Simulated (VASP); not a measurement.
A run of VASP 6.6.1 is set up as follows.

POSCAR

```
CuI
1.0
    0.0000000000      3.0120291186      3.0120291186
    3.0584143671      0.0000000000      3.0120291186
    3.0584143671      3.0120291186      0.0000000000
Cu I
1 1
Direct
    0.0000000000      0.0000000000      0.0000000000
    0.2500000000      0.2500000000      0.2500000000
```

INCAR.step1

```
SYSTEM = CuI
PREC = Accurate
ENCUT = 520
ISMEAR = 0
SIGMA = 0.01
LREAL = .FALSE.
LASPH = .TRUE.
NELM = 80
NBANDS = 16
GGA = PE
ALGO = Normal
EDIFF = 1E-4
LWAVE = .TRUE.
LCHARG = .FALSE.
```

File INCAR.step2:

```
SYSTEM = CuI
PREC = Accurate
ENCUT = 520
EDIFF = 1E-6
ISMEAR = 0
SIGMA = 0.01
LREAL = .FALSE.
LASPH = .TRUE.
NELM = 80
ALGO = Normal
ISIF = 2
LWAVE = .FALSE.
LCHARG = .FALSE.
METAGGA = R2SCAN
LMIXTAU = .TRUE.
NBANDS = 16
ISTART = 1
```

KPOINTS

```
Automatic mesh
0
G
  8 8 8
  0 0 0
```

Potentials or basis: VASP PAW PBE potentials, release 64 (Cu, I).

Run with:

```bash
$ cat potpaw_PBE.64/Cu/POTCAR potpaw_PBE.64/I/POTCAR > POTCAR
$ cp INCAR.step1 INCAR
$ mpirun -np 1 vasp_std > vasp.out
$ cp INCAR.step2 INCAR
$ mpirun -np 1 vasp_std > vasp.out
```

(1) Predict the pressure.

(2) Estimate the band gap on the k mesh.

Answers

(1) -0.7 GPa.

(2) 1.62 eV, direct.

Caveat: the cell differs from its parent crystal (uniaxial x strain +1.5%); the PAW data sets were made with another functional, which shifts forces and pressure a little; spin-orbit coupling is left out, which moves the levels of the heavy elements.
